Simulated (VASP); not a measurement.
# Lu3Au (Fm-3m) in VASP: single point with PBE

Aim: the single point of Lu3Au with PBE.

Everything below comes from runs of VASP 6.6.1. Logs are shortened: lines on timing, memory, paths and dates and some standing lists are left out, and cuts for length are marked.

## 1. The cell of the first run

Symmetry: Fm-3m, No. 225, cubic system. The conventional cell has a = 7.342 Å, b = 7.342 Å, c = 7.342 Å, α = 90.00°, β = 90.00°, γ = 90.00°. Lu (site symmetry -43m) has 10 Lu at 3.18 to 3.67 Å and 4 Au at 3.18 Å within 4.2 Å. Lu (site symmetry m-3m) has 8 Lu at 3.18 Å and 6 Au at 3.67 Å within 4.2 Å. Au (site symmetry m-3m) has 14 Lu at 3.18 to 3.67 Å within 4.2 Å.

## 2. Single point, PBE

Input file INCAR:

```
SYSTEM = Lu3Au
PREC     = Accurate       ! precision mode
ENCUT    = 520            ! plane-wave cutoff, eV
EDIFF    = 1E-7           ! SCF threshold, eV
ISMEAR   = 0              ! smearing method
SIGMA    = 0.1            ! smearing width, eV
LREAL    = .FALSE.        ! projectors in reciprocal space
LASPH    = .TRUE.         ! aspherical terms in the spheres
NELM     = 100            ! most SCF steps
ALGO     = Normal         ! electronic algorithm
ISIF     = 2              ! what is computed and relaxed
LWAVE    = .FALSE.        ! write WAVECAR
LCHARG   = .FALSE.        ! write CHGCAR
GGA      = PE             ! functional
NBANDS   = 51             ! bands
```

Input file KPOINTS:

```
regular mesh
0
G
  12 12 12
  0 0 0
```

Input file POSCAR:

```
Lu3Au
1.0
    0.0000000000      3.6710589629      3.6710589629
    3.6710589629      0.0000000000      3.6710589629
    3.6710589629      3.6710589629      0.0000000000
Lu Au
3 1
Direct
    0.2500000000      0.2500000000      0.2500000000
    0.7500000000      0.7500000000      0.7500000000
    0.5000000000      0.5000000000      0.5000000000
    0.0000000000      0.0000000000      0.0000000000
```

Potentials or basis: VASP PAW PBE potentials, release 64 (Lu, Au).

Command:

```
$ cat potpaw_PBE.64/Lu/POTCAR potpaw_PBE.64/Au/POTCAR > POTCAR
$ mpirun -np 1 vasp_std > vasp.out
```

OUTCAR:

```text
SYSTEM = Lu3Au
   PREC = Accurate
   ENCUT = 520
   EDIFF = 1E-7
   ISMEAR = 0
   LREAL = .FALSE.
   LASPH = .TRUE.
   NELM = 100
   ISIF = 2
   GGA = PE

 ion  position               nearest neighbor table
   1  0.250  0.250  0.250-   4 3.18   4 3.18   4 3.18   3 3.18   4 3.18   3 3.18   3 3.18   3 3.18
                             2 3.67   2 3.67   2 3.67   2 3.67   2 3.67   2 3.67
   2  0.750  0.750  0.750-   3 3.18   3 3.18   3 3.18   3 3.18   4 3.18   4 3.18   4 3.18   4 3.18
                             1 3.67   1 3.67   1 3.67   1 3.67   1 3.67   1 3.67
   3  0.500  0.500  0.500-   1 3.18   1 3.18   1 3.18   1 3.18   2 3.18   2 3.18   2 3.18   2 3.18
                             4 3.67   4 3.67   4 3.67   4 3.67   4 3.67   4 3.67
   4  0.000  0.000  0.000-   2 3.18   2 3.18   2 3.18   1 3.18   2 3.18   1 3.18   1 3.18   1 3.18
                             3 3.67   3 3.67   3 3.67   3 3.67   3 3.67   3 3.67

  LATTYP: Found a face centered cubic cell.
 ALAT       =     7.3421179258

  Lattice vectors:

 A1 = (   0.0000000000,   3.6710589629,   3.6710589629)
 A2 = (   3.6710589629,   0.0000000000,   3.6710589629)
 A3 = (   3.6710589629,   3.6710589629,   0.0000000000)

Analysis of symmetry for initial positions (statically):
=====================================================================
 Subroutine PRICEL returns:
 Original cell was already a primitive cell.

 Routine SETGRP: Setting up the symmetry group for a
 face centered cubic supercell.

 Subroutine GETGRP returns: Found 48 space group operations
 (whereof 48 operations were pure point group operations)
 out of a pool of 48 trial point group operations.

The static configuration has the point symmetry O_h .

Analysis of symmetry for dynamics (positions and initial velocities):
=====================================================================
 Subroutine PRICEL returns:
 Original cell was already a primitive cell.

 Routine SETGRP: Setting up the symmetry group for a
 face centered cubic supercell.

 Subroutine GETGRP returns: Found 48 space group operations
 (whereof 48 operations were pure point group operations)
 out of a pool of 48 trial point group operations.

The dynamic configuration has the point symmetry O_h .

 Subroutine INISYM returns: Found 48 space group operations
 (whereof 48 operations are pure point group operations),
 and found     1 'primitive' translations

----------------------------------------------------------------------------------------

                                     Primitive cell

  volume of cell :      98.9473

  direct lattice vectors                    reciprocal lattice vectors
     0.000000000  3.671058963  3.671058963    -0.136200482  0.136200482  0.136200482
     3.671058963  0.000000000  3.671058963     0.136200482 -0.136200482  0.136200482
     3.671058963  3.671058963  0.000000000     0.136200482  0.136200482 -0.136200482

  length of vectors
     5.191661374  5.191661374  5.191661374     0.235906155  0.235906155  0.235906155

  position of ions in fractional coordinates (direct lattice)
     0.250000000  0.250000000  0.250000000
     0.750000000  0.750000000  0.750000000
     0.500000000  0.500000000  0.500000000
     0.000000000  0.000000000  0.000000000

  ion indices of the primitive-cell ions
   primitive index   ion index
                 1           1
                 2           2
                 3           3
                 4           4

----------------------------------------------------------------------------------------

 KPOINTS: regular mesh

Automatic generation of k-mesh.
 Grid dimensions read from file:
 generate k-points for:   12   12   12

 Generating k-lattice:

  Cartesian coordinates                     Fractional coordinates (reciprocal lattice)
    -0.011350040  0.011350040  0.011350040     0.083333333  0.000000000  0.000000000
     0.011350040 -0.011350040  0.011350040     0.000000000  0.083333333  0.000000000
     0.011350040  0.011350040 -0.011350040     0.000000000  0.000000000  0.083333333

  Length of vectors
     0.019658846  0.019658846  0.019658846

  Shift w.r.t. Gamma in fractional coordinates (k-lattice)
     0.000000000  0.000000000  0.000000000

 Subroutine IBZKPT returns following result:
 ===========================================

 Found     72 irreducible k-points:

 Following reciprocal coordinates:
            Coordinates               Weight
  0.000000  0.000000  0.000000      1.000000
  0.083333  0.000000  0.000000      8.000000
  0.166667  0.000000  0.000000      8.000000
  0.250000  0.000000  0.000000      8.000000
  0.333333  0.000000  0.000000      8.000000
  0.416667  0.000000  0.000000      8.000000
[... 16 lines left out ...]
  0.500000  0.166667  0.000000     24.000000
 -0.416667  0.166667  0.000000     24.000000
 [... further k-points ...]
   k-points           NKPTS =     72   k-points in BZ     NKDIM =     72   number of bands    NBANDS=     51
   number of dos      NEDOS =    301   number of ions     NIONS =      4
   total plane-waves  NPLWV =  64000
   dimension x,y,z NGX =    40 NGY =   40 NGZ =   40
   dimension x,y,z NGXF=    80 NGYF=   80 NGZF=   80
   ions per type =               3   1
   NGX,Y,Z   is equivalent  to a cutoff of  12.81, 12.81, 12.81 a.u.
   NGXF,Y,Z  is equivalent  to a cutoff of  25.62, 25.62, 25.62 a.u.
 SYSTEM =  Lu3Au
   PREC   = accura    normal or accurate (medium, high low for compatibility)
   ISTART =      0    job   : 0-new  1-cont  2-samecut
   ICHARG =      2    charge: 1-file 2-atom 10-const
   ISPIN  =      1    spin polarized calculation?
   LNONCOLLINEAR =      F non collinear calculations
   LSORBIT =      F    spin-orbit coupling
   LASPH  =      T    aspherical Exc in radial PAW
   ENCUT  =  520.0 eV  38.22 Ry    6.18 a.u.   9.65  9.65  9.65*2*pi/ulx,y,z
   NELM   =    100;   NELMIN=  2; NELMDL= -5     # of ELM steps
   EDIFF  = 0.1E-06   stopping-criterion for ELM
   LREAL  =      F    real-space projection
   EDIFFG = 0.1E-05   stopping-criterion for IOM
   NSW    =      0    number of steps for IOM
   IBRION =     -1    ionic relax: 0-MD 1-quasi-New 2-CG
   NFREE  =      0    steps in history (QN), initial steepest desc. (CG)
   ISIF   =      2    stress and relaxation
   ISYM   =      2    0-nonsym 1-usesym 2-fastsym
   POTIM  = 0.5000    time-step for ionic-motion
   TEBEG  =    0.0;   TEEND  =   0.0 temperature during run
   PSTRESS=    0.0 pullay stress
   NELECT =      86.0000    total number of electrons
   NUPDOWN=      -1.0000    fix difference up-down
   EMIN   =  10.00;   EMAX   =-10.00  energy-range for DOS
   EFERMI =   0.00;   METHOD = LEGACY
   ISMEAR =     0;   SIGMA  =   0.10  broadening in eV -4-tet -1-fermi 0-gaus
   EFERMI_NEDOS =   21; number of points for ismear=-14 and -15
   IALGO  =     38    algorithm
   IMIX   =      4    mixing-type and parameters
     AMIX     =   0.40;   BMIX     =  1.00
     AMIX_MAG =   1.60;   BMIX_MAG =  1.00
  volume/ion in A,a.u.               =      24.74       166.93
  Fermi-wavevector in a.u.,A,eV,Ry     =   1.562331  2.952377 33.210149  2.440877
  Thomas-Fermi vector in A             =   2.665265
   LORBIT       =      0    0 simple, 1 ext, 2 COOP (PROOUT), +10 PAW based schemes
   GGA     = PE    functional components
   LHFCALC =     F    Hartree Fock is set to
   AEXX    =    0.0000 exact exchange contribution
   IVDW    =     0    specifies the selected vdW correction
   LEPSILON=     F    determine dielectric tensor
   LRPA    =     F    only Hartree local field effects (RPA)
 non-spin polarized calculation
 Gauss-broadening in eV      SIGMA  =   0.10
  energy-cutoff  :      520.00
  volume of cell :       98.95
 maximum number of plane-waves:      2701
   NGX = 19   NGY = 19   NGZ = 19

 number of electron      85.9999998 magnetization

 Free energy of the ion-electron system (eV)
  ---------------------------------------------------
  ext. energy  EPLUGINS =         0.00000000
  ---------------------------------------------------
  free energy    TOTEN  =       -17.38963108 eV

  energy without entropy =      -17.36871120  energy(sigma->0) =      -17.37917114

 E-fermi :   3.9639     XC(G=0): -11.2931

 val. band max:        3.9617540187   @ k =   0.3333   0.2500   0.0833
 cond. band min:       3.9864545412   @ k =   0.5000   0.4167   0.0833
 fundamental gap:      0.0247005224
 Fermi energy:         3.9638801568

 k-point     1 :       0.0000    0.0000    0.0000
  band No.  band energies     occupation
      1     -52.6577      2.00000
      2     -52.5374      2.00000
      3     -52.5341      2.00000
      4     -23.4692      2.00000
      5     -23.4692      2.00000
      6     -23.4692      2.00000
[... 43 lines left out ...]
     50       8.8763      0.00000
     51       8.9163      0.00000

 k-point     2 :       0.0833    0.0000    0.0000
  band No.  band energies     occupation
      1     -52.6569      2.00000
      2     -52.5376      2.00000
      3     -52.5346      2.00000
      4     -23.4763      2.00000
      5     -23.4746      2.00000
      6     -23.4746      2.00000
[... 43 lines left out ...]
     50       8.6034      0.00000
     51       8.8405      0.00000

 k-point     3 :       0.1667    0.0000    0.0000
  band No.  band energies     occupation
      1     -52.6549      2.00000
      2     -52.5382      2.00000
      3     -52.5359      2.00000
      4     -23.4887      2.00000
      5     -23.4881      2.00000
      6     -23.4881      2.00000
[... 43 lines left out ...]
     50       8.1110      0.00000
     51       8.1110      0.00000
[... 1027 lines left out ...]
 k-point    23 :       0.5000    0.1667    0.0000
  band No.  band energies     occupation
      1     -52.6451      2.00000
      2     -52.5435      2.00000
      3     -52.5407      2.00000
      4     -23.5520      2.00000
      5     -23.5358      2.00000
      6     -23.4803      2.00000
[... 43 lines left out ...]
     50       6.6184      0.00000
     51       8.1657      0.00000

 k-point    24 :      -0.4167    0.1667    0.0000
  band No.  band energies     occupation
      1     -52.6448      2.00000
      2     -52.5436      2.00000
      3     -52.5408      2.00000
      4     -23.5454      2.00000
      5     -23.5328      2.00000
      6     -23.4907      2.00000
[... 43 lines left out ...]
     50       6.4335      0.00000
     51       7.8496      0.00000

 [... further k-points ...]
[... 5 lines left out ...]
  --------------------------------------------------------------------------------------
  -------------------------------------------------------------------------------------
  Total        0.0751377      0.0751377      0.0751377     -0.0000000      0.0000000     -0.0000000
  in kB        1.2166471      1.2166471      1.2166471     -0.0000000      0.0000000     -0.0000000
  external PRESSURE =       1.2166471 kB  Pullay stress =       0.0000000 kB

 VOLUME and BASIS-vectors are now :
 -----------------------------------------------------------------------------
  energy-cutoff  :      520.00
  volume of cell :       98.95
      direct lattice vectors                 reciprocal lattice vectors
     0.000000000  3.671058963  3.671058963    -0.136200482  0.136200482  0.136200482
     3.671058963  0.000000000  3.671058963     0.136200482 -0.136200482  0.136200482
     3.671058963  3.671058963  0.000000000     0.136200482  0.136200482 -0.136200482

 POSITION                                       TOTAL-FORCE (eV/Angst)
 -----------------------------------------------------------------------------------
      1.83553      1.83553      1.83553        -0.000000      0.000000      0.000000
      5.50659      5.50659      5.50659        -0.000000     -0.000000     -0.000000
      3.67106      3.67106      3.67106         0.000000      0.000000      0.000000
      0.00000      0.00000      0.00000         0.000000      0.000000      0.000000
 -----------------------------------------------------------------------------------
    total drift:                               -0.000000     -0.000000      0.000000

  FREE ENERGIE OF THE ION-ELECTRON SYSTEM (eV)
  ---------------------------------------------------
  free  energy   TOTEN  =       -17.3896310803 eV

  energy  without entropy=      -17.3687111977  energy(sigma->0) =      -17.37917114
```

Wall time 4.1 min (1 thread of Intel Xeon 6975P-C (Granite Rapids), shared host); peak memory 0.46 GiB.

What came out:

```
Free energy            : -17.3896 eV
Pressure               : 0.1 GPa
Band gap on the k mesh : zero (band 43 reaches 4.23 eV, above the bottom of band 44 at 3.73 eV)
```

Levels at points of the mesh, in eV from the Fermi level:
```tsv
k point	band 40	band 41	band 42	band 43	band 44	band 45	band 46	band 47
(0.00, 0.00, 0.00)	-0.85	-0.85	-0.85	-0.23	-0.23	0.68	0.68	0.68
(0.50, 0.00, 0.00)	-4.19	-1.15	-1.15	-0.44	0.15	0.15	1.19	1.19
(0.50, 0.50, 0.00)	-3.51	-1.34	-1.00	0.26	0.26	0.38	0.65	0.65
```

Caveat: spin-orbit coupling is left out, which moves the levels of the heavy elements.
